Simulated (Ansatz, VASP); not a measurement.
# One calculation of GeSb4Te7, two programs

```
Ge Sb Te
1.0
     4.28690    0.00000    0.00000
    -2.14345    3.71256    0.00000
     0.00000    0.00000   24.87993
Ge Sb Te
1 4 7
Cartesian
  0.0000 0.0000 12.4400
  2.1434 1.2375 22.8887
  0.0000 2.4750 8.7352
  0.0000 2.4750 1.9913
  2.1434 1.2375 16.1447
  0.0000 2.4750 21.1881
  2.1434 1.2375 3.6918
  0.0000 0.0000 17.8330
  2.1434 1.2375 10.7547
  0.0000 2.4750 14.1252
  0.0000 0.0000 0.0000
  0.0000 0.0000 7.0469
```

Alike in both runs: functional r2SCAN; k mesh 6 × 6 × 2; occupations gaussian, width 0.02 eV; no spin polarisation.

Ansatz relaxed the structure, and its values are those at the end. VASP's run is a single point on that final structure, the one shown.

|  | VASP | Ansatz |
| --- | --- | --- |
| version | VASP 6.6.1 | Ansatz 0.2.0 |
| potentials or method | VASP PAW PBE potentials, release 64 (Ge_d, Sb, Te), cutoff 520 eV | scalar-relativistic, plane waves, PAW |
| valence electrons in the cell | 76 | 186 |

VASP gave:

- gap on the k mesh at the Fermi level (eV): 0.63
- least direct gap on the mesh (eV): 0.63
- pressure (GPa): 0.0
- rms of the force components (eV/Å): 0.012

Problem. What did Ansatz give for the same quantities?

Solution. gap on the k mesh at the Fermi level (eV): 0.64; least direct gap on the mesh (eV): 0.64; pressure (GPa): 0.0; rms of the force components (eV/Å): 0.000.

VASP's potentials were made for PBE, not for r2SCAN. VASP's potentials hold 76 valence electrons a cell and Ansatz's 186, so a difference there can come from the potentials and not from the codes.

Neither program's run includes spin-orbit coupling.
